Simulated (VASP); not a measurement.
A run of VASP 6.6.1 is set up as follows.

Contents of INCAR:

```
SYSTEM = MgI2
  PREC = Accurate
  ENCUT = 520
  EDIFF = 1E-7
  ISMEAR = 0
  SIGMA = 0.05
  LREAL = .False.
  LASPH = .True.
  NELM = 60
  ALGO = Normal
  ISIF = 2
  LWAVE = .False.
  LCHARG = .False.
  GGA = PE
  NBANDS = 15
```

File KPOINTS:

```
Automatic mesh
0
Gamma
  6 6 4
  0 0 0
```

The input POSCAR:

```
MgI2
1.0
    4.2072027146      0.0000000000      0.0000000000
   -2.1036013573      3.6435444297      0.0000000000
    0.0000000000      0.0000000000      7.7078270244
Mg I
1 2
Direct
    0.0000000000      0.0000000000      0.0000000000
    0.3333333333      0.6666666667      0.7829880151
    0.6666666667      0.3333333333      0.2170119849
```

Potentials or basis: VASP PAW PBE potentials, release 64 (Mg, I).

Command:

```console
$ cat potpaw_PBE.64/Mg/POTCAR potpaw_PBE.64/I/POTCAR > POTCAR
$ mpirun -np 1 vasp_std > vasp.out
```

**Question.** What does it give for the largest force?

**Answer.** 0.012 eV/Å.

**Question.** What does it give for the pressure?

**Answer.** 0.0 GPa.

Forces in eV/Å, atoms in the order of the input:
```
Mg   0.000  0.000  0.000
I    0.000  0.000  0.012
I    0.000  0.000 -0.012
```

Caveat: the cell differs from its parent crystal (engineering shear strain xz +0.0000, normal strain along z -0.0133); this functional lacks dispersion, which binds the layers, so the pressure and a relaxed spacing across them are unreliable.
